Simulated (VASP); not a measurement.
# Cu2O (Pn-3m) in VASP: single point with PBE

Aim: the single point of Cu2O with PBE.

Everything below comes from runs of VASP 6.6.1. Logs are shortened: lines on timing, memory, paths and dates and some standing lists are left out, and cuts for length are marked.

### 1 The cell of the first run

Symmetry: Pn-3m, No. 224, cubic system. The conventional cell has a = 4.269 Å, b = 4.269 Å, c = 4.269 Å, α = 90.00°, β = 90.00°, γ = 90.00°. Within 2.5 Å of Cu (site symmetry -3m) lie 2 O at 1.85 Å. Within 2.5 Å of O (site symmetry -43m) lie 4 Cu at 1.85 Å.

### 2 Single point, PBE

File INCAR:

```
SYSTEM = Cu2O
  PREC = Accurate
  ENCUT = 600
  EDIFF = 1E-6
  ISMEAR = 0
  SIGMA = 0.01
  LREAL = .False.
  LASPH = .True.
  NELM = 120
  ALGO = Normal
  ISIF = 2
  LWAVE = .False.
  LCHARG = .False.
  GGA = PE
  NBANDS = 37
  GGA_COMPAT = .False.
```

File KPOINTS:

```
regular mesh
0
Gamma
  4 4 4
  0 0 0
```

File POSCAR:

```
Cu2O
1.0
    4.2685000000      0.0000000000      0.0000000000
    0.0000000000      4.2685000000      0.0000000000
    0.0000000000      0.0000000000      4.2685000000
Cu O
4 2
Direct
    0.2500000000      0.2500000000      0.2500000000
    0.2500000000      0.7500000000      0.7500000000
    0.7500000000      0.7500000000      0.2500000000
    0.7500000000      0.2500000000      0.7500000000
    0.0000000000      0.0000000000      0.0000000000
    0.5000000000      0.5000000000      0.5000000000
```

Potentials or basis: VASP PAW PBE potentials, release 64 (Cu, O).

On the command line:

```console
cat potpaw_PBE.64/Cu/POTCAR potpaw_PBE.64/O/POTCAR > POTCAR
mpirun -np 1 vasp_std > vasp.out
```

OUTCAR:

```text
SYSTEM = Cu2O
   PREC = Accurate
   ENCUT = 600
   EDIFF = 1E-6
   ISMEAR = 0
   LREAL = .False.
   LASPH = .True.
   NELM = 120
   ISIF = 2
   GGA = PE

 ion  position               nearest neighbor table
   1  0.250  0.250  0.250-   5 1.85   6 1.85
   2  0.250  0.750  0.750-   5 1.85   6 1.85
   3  0.750  0.750  0.250-   5 1.85   6 1.85
   4  0.750  0.250  0.750-   5 1.85   6 1.85
   5  0.000  0.000  0.000-   1 1.85   2 1.85   3 1.85   4 1.85
   6  0.500  0.500  0.500-   1 1.85   2 1.85   3 1.85   4 1.85

  LATTYP: Found a simple cubic cell.
 ALAT       =     4.2685000000

  Lattice vectors:

 A1 = (   4.2685000000,   0.0000000000,   0.0000000000)
 A2 = (   0.0000000000,   4.2685000000,   0.0000000000)
 A3 = (   0.0000000000,   0.0000000000,   4.2685000000)

Analysis of symmetry for initial positions (statically):
=====================================================================
 Subroutine PRICEL returns:
 Original cell was already a primitive cell.

 Routine SETGRP: Setting up the symmetry group for a
 simple cubic supercell.

 Subroutine GETGRP returns: Found 48 space group operations
 (whereof 24 operations were pure point group operations)
 out of a pool of 48 trial point group operations.

The static configuration has the point symmetry T_d .
 The point group associated with its full space group is O_h .

Analysis of symmetry for dynamics (positions and initial velocities):
=====================================================================
 Subroutine PRICEL returns:
 Original cell was already a primitive cell.

 Routine SETGRP: Setting up the symmetry group for a
 simple cubic supercell.

 Subroutine GETGRP returns: Found 48 space group operations
 (whereof 24 operations were pure point group operations)
 out of a pool of 48 trial point group operations.

The dynamic configuration has the point symmetry T_d .
 The point group associated with its full space group is O_h .

 Subroutine INISYM returns: Found 48 space group operations
 (whereof 24 operations are pure point group operations),
 and found     1 'primitive' translations

----------------------------------------------------------------------------------------

                                     Primitive cell

  volume of cell :      77.7725

  direct lattice vectors                    reciprocal lattice vectors
     4.268500000  0.000000000  0.000000000     0.234274335  0.000000000  0.000000000
     0.000000000  4.268500000  0.000000000     0.000000000  0.234274335  0.000000000
[... 82 lines left out ...]
   IBRION =     -1    ionic relax: 0-MD 1-quasi-New 2-CG
   NFREE  =      0    steps in history (QN), initial steepest desc. (CG)
   ISIF   =      2    stress and relaxation
   ISYM   =      2    0-nonsym 1-usesym 2-fastsym
   POTIM  = 0.5000    time-step for ionic-motion
   TEBEG  =    0.0;   TEEND  =   0.0 temperature during run
   PSTRESS=    0.0 pullay stress
   NELECT =      56.0000    total number of electrons
   NUPDOWN=      -1.0000    fix difference up-down
   EMIN   =  10.00;   EMAX   =-10.00  energy-range for DOS
   EFERMI =   0.00;   METHOD = LEGACY
   ISMEAR =     0;   SIGMA  =   0.01  broadening in eV -4-tet -1-fermi 0-gaus
   EFERMI_NEDOS =   21; number of points for ismear=-14 and -15
   IALGO  =     38    algorithm
   IMIX   =      4    mixing-type and parameters
     AMIX     =   0.40;   BMIX     =  1.00
     AMIX_MAG =   1.60;   BMIX_MAG =  1.00
  volume/ion in A,a.u.               =      12.96        87.47
  Fermi-wavevector in a.u.,A,eV,Ry     =   1.467334  2.772859 29.294271  2.153068
  Thomas-Fermi vector in A             =   2.582964
   LORBIT       =      0    0 simple, 1 ext, 2 COOP (PROOUT), +10 PAW based schemes
   GGA     = PE    functional components
   LHFCALC =     F    Hartree Fock is set to
   AEXX    =    0.0000 exact exchange contribution
   IVDW    =     0    specifies the selected vdW correction
   LEPSILON=     F    determine dielectric tensor
   LRPA    =     F    only Hartree local field effects (RPA)
 non-spin polarized calculation
 Gauss-broadening in eV      SIGMA  =   0.01
  energy-cutoff  :      600.00
  volume of cell :       77.77
 maximum number of plane-waves:      2624
 NGX is ok and might be reduce to    36
   NGX = 17   NGY = 17   NGZ = 17

 number of electron      55.9999971 magnetization

 Free energy of the ion-electron system (eV)
  ---------------------------------------------------
  ext. energy  EPLUGINS =         0.00000000
  ---------------------------------------------------
  free energy    TOTEN  =       -27.25856695 eV

  energy without entropy =      -27.25856695  energy(sigma->0) =      -27.25856695

 E-fermi :   4.7742     XC(G=0): -11.0123

 val. band max:        4.7129877205   @ k =   0.0000   0.0000   0.0000
 cond. band min:       5.2384409911   @ k =   0.0000   0.0000   0.0000
 fundamental gap:      0.5254532707
 Fermi energy:         4.7742364800

 k-point     1 :       0.0000    0.0000    0.0000
  band No.  band energies     occupation
      1     -15.3983      2.00000
      2     -14.6715      2.00000
      3      -2.4842      2.00000
      4      -2.4842      2.00000
      5      -2.4842      2.00000
      6      -0.1172      2.00000
[... 389 lines left out ...]
     36      12.3758      0.00000
     37      18.5908      0.00000

------------------------ aborting loop because EDIFF is reached ----------------------------------------

  FORCE on cell =-STRESS in cart. coord.  units (eV):
  Direction    XX          YY          ZZ          XY          YZ          ZX
  --------------------------------------------------------------------------------------
  -------------------------------------------------------------------------------------
  Total        1.5858045      1.5858045      1.5858045      0.0000000     -0.0000000      0.0000000
  in kB       32.6688900     32.6688900     32.6688900      0.0000000     -0.0000000      0.0000000
  external PRESSURE =      32.6688900 kB  Pullay stress =       0.0000000 kB

 VOLUME and BASIS-vectors are now :
 -----------------------------------------------------------------------------
  energy-cutoff  :      600.00
  volume of cell :       77.77
      direct lattice vectors                 reciprocal lattice vectors
     4.268500000  0.000000000  0.000000000     0.234274335  0.000000000  0.000000000
     0.000000000  4.268500000  0.000000000     0.000000000  0.234274335  0.000000000
     0.000000000  0.000000000  4.268500000     0.000000000  0.000000000  0.234274335

 POSITION                                       TOTAL-FORCE (eV/Angst)
 -----------------------------------------------------------------------------------
      1.06713      1.06713      1.06713         0.000000      0.000000      0.000000
      1.06713      3.20138      3.20138         0.000000     -0.000000     -0.000000
      3.20138      3.20138      1.06713         0.000000      0.000000     -0.000000
      3.20138      1.06713      3.20138        -0.000000      0.000000      0.000000
      0.00000      0.00000      0.00000        -0.000000     -0.000000      0.000000
      2.13425      2.13425      2.13425        -0.000000     -0.000000      0.000000
 -----------------------------------------------------------------------------------
    total drift:                                0.000000      0.000000      0.000000

  FREE ENERGIE OF THE ION-ELECTRON SYSTEM (eV)
  ---------------------------------------------------
  free  energy   TOTEN  =       -27.2585669479 eV

  energy  without entropy=      -27.2585669479  energy(sigma->0) =      -27.25856695
```

OSZICAR:

```text
N       E                     dE             d eps       ncg     rms          rms(c)
DAV:   1     0.564004619582E+03    0.56400E+03   -0.27324E+04   740   0.265E+03
DAV:   2     0.678796895025E+02   -0.49612E+03   -0.47164E+03   745   0.482E+02
DAV:   3    -0.267764079730E+02   -0.94656E+02   -0.89742E+02   920   0.227E+02
DAV:   4    -0.332975267111E+02   -0.65211E+01   -0.63967E+01  1137   0.653E+01
DAV:   5    -0.333568606778E+02   -0.59334E-01   -0.59299E-01  1014   0.813E+00    0.184E+01
DAV:   6    -0.303962745528E+02    0.29606E+01   -0.51244E+01   962   0.134E+02    0.123E+01
DAV:   7    -0.272073335665E+02    0.31889E+01   -0.13445E+01   967   0.869E+01    0.313E+00
DAV:   8    -0.272880485392E+02   -0.80715E-01   -0.15343E+00   916   0.693E+00    0.162E+00
DAV:   9    -0.272656090651E+02    0.22439E-01   -0.89998E-02   978   0.398E+00    0.628E-01
DAV:  10    -0.272594891975E+02    0.61199E-02   -0.35790E-02  1010   0.289E+00    0.267E-01
DAV:  11    -0.272586237030E+02    0.86549E-03   -0.55580E-03  1164   0.869E-01    0.711E-02
DAV:  12    -0.272585596022E+02    0.64101E-04   -0.81239E-04   981   0.293E-01    0.181E-02
DAV:  13    -0.272585676392E+02   -0.80370E-05   -0.90035E-05   980   0.147E-01    0.758E-03
DAV:  14    -0.272585670873E+02    0.55191E-06   -0.10678E-05   895   0.609E-02    0.254E-03
DAV:  15    -0.272585669479E+02    0.13939E-06   -0.17825E-06   518   0.157E-02
   1 F= -.27258567E+02 E0= -.27258567E+02  d E =-.134945E-19
```

It took 25 s on 1 thread of Intel Xeon 6975P-C (Granite Rapids), shared host; peak memory 0.2 GiB.

Results:

| Quantity | Value |
| --- | --- |
| Free energy | -27.2586 eV |
| Pressure | 3.3 GPa |
| Band gap on the k mesh | 0.53 eV, direct |
